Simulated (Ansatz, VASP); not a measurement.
One calculation of MgO, two programs

File POSCAR:

```
MgO
1.0
    0.0000000000      2.1862541121      2.0560504775
    2.1862541121      0.0000000000      2.0560504775
    2.1862541121      2.1862541121      0.0000000000
Mg O
1 1
Direct
    0.0000000000      0.0000000000      0.0000000000
    0.5000000000      0.5000000000      0.5000000000
```

INCAR.step1

```
PREC = Accurate ; ENCUT = 520
ISMEAR = 0 ; SIGMA = 0.01
LREAL = F ; LASPH = T
NELM = 80 ; NBANDS = 11
GGA = PE ; ALGO = Normal
EDIFF = 1E-4 ; LWAVE = T
LCHARG = F
```

File INCAR.step2:

```
PREC = Accurate ; ENCUT = 520
EDIFF = 1E-6 ; ISMEAR = 0
SIGMA = 0.01 ; LREAL = F
LASPH = T ; NELM = 80
ALGO = Normal ; ISIF = 2
LWAVE = F ; LCHARG = F
METAGGA = R2SCAN ; LMIXTAU = T
NBANDS = 11 ; ISTART = 1
```

KPOINTS

```
Automatic mesh
0
Gamma
  10 10 10
```

Input for Ansatz:

```yaml
crystal:
  lattice:
    - [0.0, 2.1862541121, 2.0560504775]
    - [2.1862541121, 0.0, 2.0560504775]
    - [2.1862541121, 2.1862541121, 0.0]
  atoms:
    - { symbol: Mg, position: [0.0, 0.0, 0.0] }
    - { symbol: O, position: [0.5, 0.5, 0.5] }
kpoints:
  mp_grid: { grid: [10, 10, 10] }
  band_path:
    path:
      - [0.0, 0.0, 0.0]
      - [0.5, 0.0, 0.5]
      - [0.625, 0.25, 0.625]
      - [0.375, 0.375, 0.75]
      - [0.5, 0.5, 0.5]
      - [0.5, 0.25, 0.75]
    npoints: 1
hamiltonian:
  xc: r2scan
scf:
  occupations: { method: fixed }
  n_extra_bands: 4
output:
  forces: true
  stress: true
  eigenvalues: true
```

Change from the starting cell: epitaxial_xy strain +4.0%.

Alike in both runs: task single point; functional r2SCAN; k mesh 10 × 10 × 10; no spin polarisation.

|  | VASP | Ansatz |
| --- | --- | --- |
| version | VASP 6.6.1 | Ansatz 0.2.0 |
| potentials or method | VASP PAW PBE potentials, release 64 (Mg, O) | plane waves, PAW |
| plane-wave cutoff (eV) | 520 | 500 |
| occupations | gaussian, width 0.01 eV | fixed |
| valence electrons in the cell | 8 | 16 |

```tsv
	VASP	Ansatz	Ansatz less VASP
gap on the k mesh at the Fermi level (eV)	5.04	5.06	+0.026
pressure (GPa)	-8.3	-7.2	+1.08
traceless stress, the component that is largest in VASP (GPa)	7.15	7.20	+0.052
```

VASP's potentials were made for PBE, not for r2SCAN. VASP's potentials hold 8 valence electrons a cell and Ansatz's 16, so a difference there can come from the potentials and not from the codes.
